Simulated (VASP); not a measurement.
# SnO (P4/nmm) in VASP: further runs, part 2 of 2

VASP 6.6.1. Earlier steps stand in the parts before.

### Step 3. Single point, PBEsol+D4

This run uses another cell than the first one, of 17.06 Å³/atom, 1.021 times its volume.

INCAR

```
ALGO = Normal
EDIFF = 1E-6
ENCUT = 520
GGA = PS
ISIF = 2
ISMEAR = -1
IVDW = 13
LASPH = T
LCHARG = T
LELF = T
LREAL = F
LVHAR = T
LWAVE = F
NBANDS = 28
NELM = 80
PREC = Accurate
SIGMA = 0.05
```

KPOINTS

```
k-points
0
Gamma
  7 7 6
```

POSCAR

```
SnO
1.0
    3.7621524798      0.0000000000      0.0000000000
    0.0000000000      3.7621524798      0.0000000000
    0.0000000000      0.0000000000      4.8208658347
Sn O
2 2
Direct
    0.5000000000      0.0000000000      0.7646261400
    0.0000000000      0.5000000000      0.2353738600
    0.0000000000      0.0000000000      0.0000000000
    0.5000000000      0.5000000000      0.0000000000
```

Potentials or basis: VASP PAW PBE potentials, release 64 (Sn_d, O).

Run with:

```sh
> cat potpaw_PBE.64/Sn_d/POTCAR potpaw_PBE.64/O/POTCAR > POTCAR
> mpirun -np 1 vasp_std > vasp.out
```

OUTCAR:

```text
EDIFF = 1E-6
   ENCUT = 520
   GGA = PS
   ISIF = 2
   ISMEAR = -1
   IVDW = 13
   LASPH = T
   LREAL = F
   NELM = 80
   PREC = Accurate

 ion  position               nearest neighbor table
   1  0.500  0.000  0.765-   3 2.20   4 2.20   4 2.20   3 2.20   2 3.50   2 3.50   2 3.50   2 3.50
                             2 3.69   2 3.69   2 3.69   2 3.69
   2  0.000  0.500  0.235-   3 2.20   4 2.20   3 2.20   4 2.20   1 3.50   1 3.50   1 3.50   1 3.50
                             1 3.69   1 3.69   1 3.69   1 3.69
   3  0.000  0.000  0.000-   1 2.20   2 2.20   2 2.20   1 2.20
   4  0.500  0.500  0.000-   1 2.20   2 2.20   1 2.20   2 2.20

  LATTYP: Found a simple tetragonal cell.
 ALAT       =     3.7621524798
 C/A-ratio  =     1.2814116016

  Lattice vectors:

 A1 = (   3.7621524798,   0.0000000000,   0.0000000000)
 A2 = (   0.0000000000,   3.7621524798,   0.0000000000)
 A3 = (   0.0000000000,   0.0000000000,   4.8208658347)

Analysis of symmetry for initial positions (statically):
=====================================================================
 Subroutine PRICEL returns:
 Original cell was already a primitive cell.

[... 178 lines left out ...]
 cond. band min:       7.6702850041   @ k =   0.4286   0.4286   0.0000
 fundamental gap:      0.2240865678
 Fermi energy:         7.5651691239

 k-point     1 :       0.0000    0.0000    0.0000
  band No.  band energies     occupation
      1     -14.6762      2.00000
      2     -14.1431      2.00000
      3     -14.1431      2.00000
      4     -14.1381      2.00000
      5     -14.0791      2.00000
      6     -14.0790      2.00000
[... 733 lines left out ...]
     27      16.1875      0.00000
     28      17.0410      0.00000

 [... further k-points ...]

------------------------ aborting loop because EDIFF is reached ----------------------------------------

  DFT-D4 for vdW energy calculation

  Edisp (eV):   -0.64191

  FORCE on cell =-STRESS in cart. coord.  units (eV):
  Direction    XX          YY          ZZ          XY          YZ          ZX
  --------------------------------------------------------------------------------------
  -------------------------------------------------------------------------------------
  Total       1.21512     1.21512     0.68392     0.00000     0.00000     0.00000
  in kB      28.53209    28.53209    16.05907     0.00000     0.00000     0.00000
  external pressure =       24.37 kB  Pullay stress =        0.00 kB

 VOLUME and BASIS-vectors are now :
 -----------------------------------------------------------------------------
  energy-cutoff  :      520.00
  volume of cell :       68.23
      direct lattice vectors                 reciprocal lattice vectors
     3.762152480  0.000000000  0.000000000     0.265805282  0.000000000  0.000000000
     0.000000000  3.762152480  0.000000000     0.000000000  0.265805282  0.000000000
     0.000000000  0.000000000  4.820865835     0.000000000  0.000000000  0.207431618

 POSITION                                       TOTAL-FORCE (eV/Angst)
 -----------------------------------------------------------------------------------
      1.88108      0.00000      3.68616        -0.000000     -0.000000     -0.766478
      0.00000      1.88108      1.13471         0.000000     -0.000000      0.766478
      0.00000      0.00000      0.00000         0.000000      0.000000      0.000000
      1.88108      1.88108      0.00000         0.000000     -0.000000      0.000000
 -----------------------------------------------------------------------------------
    total drift:                                0.000000      0.000000      0.000000

  FREE ENERGIE OF THE ION-ELECTRON SYSTEM (eV)
  ---------------------------------------------------
  free  energy   TOTEN  =       -24.8159672609 eV

  energy  without entropy=      -24.8149049580  energy(sigma->0) =      -24.81543611
```

OSZICAR:

```text
N       E                     dE             d eps       ncg     rms          rms(c)
DAV:   1     0.415261933940E+03    0.41526E+03   -0.19925E+04  2336   0.221E+03
DAV:   2     0.357270120442E+02   -0.37953E+03   -0.36423E+03  2312   0.539E+02
DAV:   3    -0.244143130293E+02   -0.60141E+02   -0.59039E+02  2572   0.181E+02
DAV:   4    -0.273124756229E+02   -0.28982E+01   -0.28827E+01  2576   0.418E+01
DAV:   5    -0.273795708472E+02   -0.67095E-01   -0.67086E-01  2432   0.692E+00    0.109E+01
DAV:   6    -0.242162719104E+02    0.31633E+01   -0.13866E+01  3604   0.423E+01    0.471E+00
DAV:   7    -0.242074814743E+02    0.87904E-02   -0.16715E+00  2620   0.789E+00    0.242E+00
DAV:   8    -0.241839224238E+02    0.23559E-01   -0.26971E-01  3076   0.357E+00    0.766E-01
DAV:   9    -0.241733767631E+02    0.10546E-01   -0.44008E-02  3424   0.242E+00    0.209E-01
DAV:  10    -0.241742103670E+02   -0.83360E-03   -0.56407E-03  3048   0.714E-01    0.103E-01
DAV:  11    -0.241740441882E+02    0.16618E-03   -0.10239E-03  3464   0.328E-01    0.210E-02
DAV:  12    -0.241740666565E+02   -0.22468E-04   -0.17686E-04  2320   0.761E-02    0.289E-02
DAV:  13    -0.241740582134E+02    0.84431E-05   -0.31266E-05  3000   0.483E-02    0.170E-03
DAV:  14    -0.241740583958E+02   -0.18242E-06   -0.26392E-06  2244   0.955E-03
   1 F= -.24815967E+02 E0= -.24815436E+02  d E =-.106230E-02
```

stdout:

```text
POSCAR found type information on POSCAR SnO
 POSCAR found :  2 types and       4 ions
 scaLAPACK will be used
 -----------------------------------------------------------------------------
|                                                                             |
|                                                                             |
|     You enforced a specific xc type in the INCAR file but a different       |
|     I HOPE YOU KNOW WHAT YOU ARE DOING!                                     |
|                                                                             |
 -----------------------------------------------------------------------------

 LDA part: xc-table for (Slater+PW92), standard interpolation
 POSCAR, INCAR and KPOINTS ok, starting setup
 FFT: planning ... GRIDC
 FFT: planning ... GRID_SOFT
 FFT: planning ... GRID
 WAVECAR not read
 entering main loop
```

Run time: 52 s. Hardware: 1 thread of Intel Xeon Platinum 8375C at 2.90GHz (Ice Lake), shared host; peak memory 0.21 GiB.

What came out:

| Item | Value |
| --- | --- |
| Free energy | -24.8160 eV |
| Pressure | 2.4 GPa |
| Largest force | 0.766 eV/Å |
| Band gap on the k mesh | 0.22 eV, indirect (least direct gap 1.94 eV) |
| Dispersion energy per atom | -0.160 eV |

Forces on the atoms (eV/Å):
```
Sn   0.000  0.000 -0.766
Sn   0.000  0.000  0.766
O    0.000  0.000  0.000
O    0.000  0.000  0.000
```

Stress tensor (GPa, compression positive):
```
2.85 0.00 0.00
0.00 2.85 0.00
0.00 0.00 1.61
```

Levels at points of the mesh, in eV from the valence-band top:
```csv
k point,band 18,band 19,band 20,band 21,band 22,band 23
"(0.00, 0.00, 0.00)",-3.46,-3.46,0.00,2.06,4.12,4.76
"(0.00, 0.00, 0.50)",-3.47,-3.11,-2.41,1.51,2.93,2.93
```

Caveat: the PAW data sets were made with another functional, which shifts forces and pressure a little; spin-orbit coupling is left out, which moves the levels of the heavy elements.

### Step 4. Single point, revPBE+D3(BJ)

This run uses another cell than the first one, of 17.18 Å³/atom, 1.029 times its volume.

INCAR

```
PREC = Accurate
ENCUT = 520
EDIFF = 1E-6
ISMEAR = -1
SIGMA = 0.05
LREAL = False
LASPH = True
NELM = 100
ALGO = Normal
ISIF = 2
LWAVE = False
LCHARG = False
GGA = RE
IVDW = 12
NBANDS = 28
```

KPOINTS

```
regular mesh
0
Gamma
  7 7 6
```

POSCAR

```
SnO
1.0
    3.8353859958      0.0000000000      0.0000000000
    0.0000000000      3.8353859958      0.0000000000
    0.0000000000      0.0000000000      4.6726477316
Sn O
2 2
Direct
    0.5000000000      0.0000000000      0.7511864512
    0.0000000000      0.5000000000      0.2488135488
    0.0000000000      0.0000000000      0.0000000000
    0.5000000000      0.5000000000      0.0000000000
```

Run with:

```sh
> cat potpaw_PBE.64/Sn_d/POTCAR potpaw_PBE.64/O/POTCAR > POTCAR
> mpirun -np 1 vasp_std > vasp.out
```

It took 54 s on 1 thread of Intel Xeon Platinum 8375C at 2.90GHz (Ice Lake), shared host; peak memory 0.22 GiB.

Results (log left out):

| Property | Result |
| --- | --- |
| Free energy | -23.1317 eV |
| Pressure | 0.2 GPa |
| Largest force | 0.079 eV/Å |
| Band gap on the k mesh | 0.09 eV, indirect (least direct gap 1.86 eV) |
| Dispersion energy per atom | -0.455 eV |

Forces in eV/Å, atoms in the order of the input:
```
Sn   0.000  0.000 -0.079
Sn   0.000  0.000  0.079
O    0.000  0.000  0.000
O    0.000  0.000  0.000
```

Levels at points of the mesh, in eV from the valence-band top:
| k point | band 16 | band 17 | band 18 | band 19 | band 20 | band 21 | band 22 | band 23 | band 24 | band 25 |
| --- | --- | --- | --- | --- | --- | --- | --- | --- | --- | --- |
| (0.00, 0.00, 0.00) | -6.12 | -3.37 | -3.06 | -3.06 | 0.00 | 2.28 | 4.39 | 4.39 | 4.99 | 6.03 |
| (0.00, 0.00, 0.50) | -3.46 | -3.08 | -3.08 | -2.85 | -2.09 | 1.80 | 2.67 | 2.67 | 3.49 | 8.06 |

Caveat: the PAW data sets were made with another functional, which shifts forces and pressure a little; spin-orbit coupling is left out, which moves the levels of the heavy elements.

### Step 5. Single point, PBEsol+D4

This run uses another cell than the first one, of 17.41 Å³/atom, 1.043 times its volume.

INCAR

```
SYSTEM = SnO
ALGO     = Normal         ! electronic algorithm
EDIFF    = 1E-6           ! SCF threshold, eV
ENCUT    = 520            ! plane-wave cutoff, eV
GGA      = PS             ! functional
ISIF     = 2              ! what is computed and relaxed
ISMEAR   = -1             ! smearing method
IVDW     = 13             ! dispersion correction
LASPH    = .TRUE.         ! aspherical terms in the spheres
LCHARG   = .FALSE.        ! write CHGCAR
LREAL    = .FALSE.        ! projectors in reciprocal space
LWAVE    = .FALSE.        ! write WAVECAR
NBANDS   = 28             ! bands
NELM     = 80             ! most SCF steps
PREC     = Accurate       ! precision mode
SIGMA    = 0.05           ! smearing width, eV
```

KPOINTS

```
k-points
0
G
  7 7 6
  0 0 0
```

POSCAR

```
SnO
1.0
    3.7880991788      0.0000000000      0.0000000000
    0.0000000000      3.7880991788      0.0000000000
    0.0000000000      0.0000000000      4.8541142359
Sn O
2 2
Direct
    0.5000000000      0.0000000000      0.7646261400
    0.0000000000      0.5000000000      0.2353738600
    0.0000000000      0.0000000000      0.0000000000
    0.5000000000      0.5000000000      0.0000000000
```

Run with:

```sh
> cat potpaw_PBE.64/Sn_d/POTCAR potpaw_PBE.64/O/POTCAR > POTCAR
> mpirun -np 1 vasp_std > vasp.out
```

Run time: 45 s. Hardware: 1 thread of Intel Xeon Platinum 8375C at 2.90GHz (Ice Lake), shared host; peak memory 0.21 GiB.

It converged, with:

```
Free energy                : -24.8293 eV
Pressure                   : 0.3 GPa
Largest force              : 0.452 eV/Å
Band gap on the k mesh     : 0.30 eV, indirect (least direct gap 1.95 eV)
Dispersion energy per atom : -0.157 eV
```

Forces in eV/Å, atoms in the order of the input:
```
Sn   0.000  0.000 -0.452
Sn   0.000  0.000  0.452
O    0.000  0.000  0.000
O    0.000  0.000  0.000
```

Stress tensor (GPa, compression positive):
```
 0.51  0.00  0.00
 0.00  0.51  0.00
 0.00  0.00 -0.16
```

Levels at points of the mesh, in eV from the valence-band top:
| k point | band 18 | band 19 | band 20 | band 21 | band 22 | band 23 |
| --- | --- | --- | --- | --- | --- | --- |
| (0.00, 0.00, 0.00) | -3.30 | -3.30 | 0.00 | 2.03 | 4.15 | 4.75 |
| (0.00, 0.00, 0.50) | -3.32 | -3.15 | -2.29 | 1.54 | 2.97 | 2.97 |

Caveat: the PAW data sets were made with another functional, which shifts forces and pressure a little; spin-orbit coupling is left out, which moves the levels of the heavy elements. A k mesh can miss the band edges.

### Step 6. Overview

```tsv
level	cell	gap on the mesh (eV)	pressure (GPa)	largest force (eV/Å)
PBEsol+D4	a = 3.736, b = 3.736, c = 4.787 Å, 4 atoms	0.15	4.8	1.11
PBEsol+D4	a = 3.762, b = 3.762, c = 4.821 Å, 4 atoms	0.22	2.4	0.77
revPBE+D3(BJ)	a = 3.835, b = 3.835, c = 4.673 Å, 4 atoms	0.09	0.2	0.08
PBEsol+D4	a = 3.788, b = 3.788, c = 4.854 Å, 4 atoms	0.30	0.3	0.45
```

Alike in all rows: task single point; potentials or basis VASP PAW PBE potentials, release 64 (Sn_d, O); no spin polarisation; k mesh 7 × 7 × 6; cutoff (eV) 520; smearing fermi-dirac 0.05 eV.

Caveats: the PAW data sets were made with another functional, which shifts forces and pressure a little; spin-orbit coupling is left out, which moves the levels of the heavy elements.

Total energies depend on the potentials used, so only differences within one code and one set of settings carry meaning.
